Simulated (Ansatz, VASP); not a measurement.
**NiO in VASP and in Ansatz**

```
CELL_PARAMETERS angstrom
0.00000 2.09131 2.09131
2.09131 0.00000 2.09131
2.09131 2.09131 0.00000
ATOMIC_POSITIONS crystal
Ni 0.00000 0.00000 0.00000
O 0.50000 0.50000 0.50000
```

Alike in both runs: task single point; functional LDA; k mesh 10 × 10 × 10; occupations gaussian, width 0.05 eV; collinear spin; Hubbard terms Ni d U = 4.2 eV.

```csv
,VASP,Ansatz
version,VASP 6.6.1,Ansatz 0.2.0
potentials or method,"VASP PAW LDA potentials, release 64 (Ni, O), cutoff 520 eV","scalar-relativistic, plane waves, PAW"
valence electrons in the cell,16,24
```

Ansatz gave:

| Property | Result |
| --- | --- |
| gap on the k mesh at the Fermi level (eV) | 0.70 |
| least direct gap on the mesh (eV) | 1.50 |
| pressure (GPa) | -7.9 |
| net moment per atom (μB) | 1.00 |
| size of the moment on the site where the two differ most (μB) | 1.64 |

Problem. Estimate VASP's values.

Solution. gap on the k mesh at the Fermi level (eV): 0.78; least direct gap on the mesh (eV): 1.58; pressure (GPa): -14.8; net moment per atom (μB): 1.00; size of the moment on the site where the two differ most (μB): 1.71.

LDA's correlation is that of Perdew and Zunger in VASP and of Perdew and Wang (1992) in Ansatz. Site moments also hang on the region over which each program counts them. The programs project onto different local orbitals, so the same U acts differently, and such runs can settle in different states. VASP's potentials hold 16 valence electrons a cell and Ansatz's 24, so a difference there can come from the potentials and not from the codes. Ansatz's warnings: anisotropy in doubt, stability check not made.
